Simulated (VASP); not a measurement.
## HfC (CsCl type): single point with PBE

The system is HfC (CsCl type).

```
Hf C
1.0
     2.55050    0.00000    0.00000
     0.00000    2.55050    0.00000
     0.00000    0.00000    2.55050
Hf C
1 1
Cartesian
  0.0000 0.0000 0.0000
  1.2753 1.2753 1.2753
```

```
Program                : VASP 6.6.1
Task                   : single point
Functional             : PBE
Potentials or basis    : VASP PAW PBE potentials, release 64 (Hf_pv, C)
Cutoff                 : 520 eV
k mesh                 : 15 × 15 × 15
Occupations            : fermi-dirac, width 0.1 eV
Spin                   : no spin polarisation
Dipole correction      : no
Further INCAR settings : ALGO = Normal; EDIFF = 1e-06; NBANDS = 14
```

| Item | Value |
| --- | --- |
| Pressure | 167.7 GPa |
| Band gap on the k mesh | zero (band 7 reaches 12.08 eV, above the bottom of band 8 at 8.61 eV) |

Levels at points of the mesh, in eV from the Fermi level:
```csv
k point,band 3,band 4,band 5,band 6,band 7,band 8,band 9,band 10,band 11,band 12
"(0.00, 0.00, 0.00)",-28.59,-14.96,-3.48,-3.48,1.82,1.82,1.82,9.05,9.05,9.05
```

It took 16 s on 1 thread of Intel(R) Xeon(R) 6975P-C (Granite Rapids), on a shared host, peak memory 0.14 GiB.

Caveat: spin-orbit coupling is left out, which moves the levels of the heavy elements.
